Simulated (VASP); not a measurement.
Crystal: GaN.

```xyz
2
Lattice="0.0000 2.2535 2.2535 2.2535 0.0000 2.2535 2.2535 2.2535 0.0000" Properties=species:S:1:pos:R:3 pbc="T T T"
Ga    0.0000    0.0000    0.0000
N     1.1268    1.1268    1.1268
```

```yaml
Program: VASP 6.6.1
Task: relaxation of cell and atoms
Functional: PBEsol
Dispersion: D4
Potentials_or_basis: VASP PAW PBE potentials, release 64 (Ga_d, N)
Cutoff: 600 eV
k_mesh: 10 × 10 × 10
Occupations: fermi-dirac, width 0.05 eV
Spin: no spin polarisation
```

At the start: pressure -4.7 GPa; volume 11.44 Å³/atom.

Where does the relaxation end?

Over 3 steps the energy falls by 4.2 meV/atom and the volume is 11.16 Å³/atom (-2.5 %); space group F-43m (No. 216, to 0.05 Å).

The path:
| step | energy change (eV) | largest force (eV/Å) | pressure (GPa) | volume (Å³) |
| --- | --- | --- | --- | --- |
| 1 | 0.0000 | 0.0000 | -4.67 | 22.89 |
| 2 | -0.0007 | 0.0000 | 4.83 | 21.80 |
| 3 | -0.0084 | 0.0000 | -0.04 | 22.32 |

Final structure:
```yaml
crystal:
  lattice:
    - [0.00000, 2.23485, 2.23485]
    - [2.23485, 0.00000, 2.23485]
    - [2.23485, 2.23485, 0.00000]
  atoms:
    - { symbol: Ga, position: [0.00000, 0.00000, 0.00000] }
    - { symbol: N, position: [0.25000, 0.25000, 0.25000] }
```

Caveat: the PAW data sets were made with another functional, which shifts forces and pressure a little.
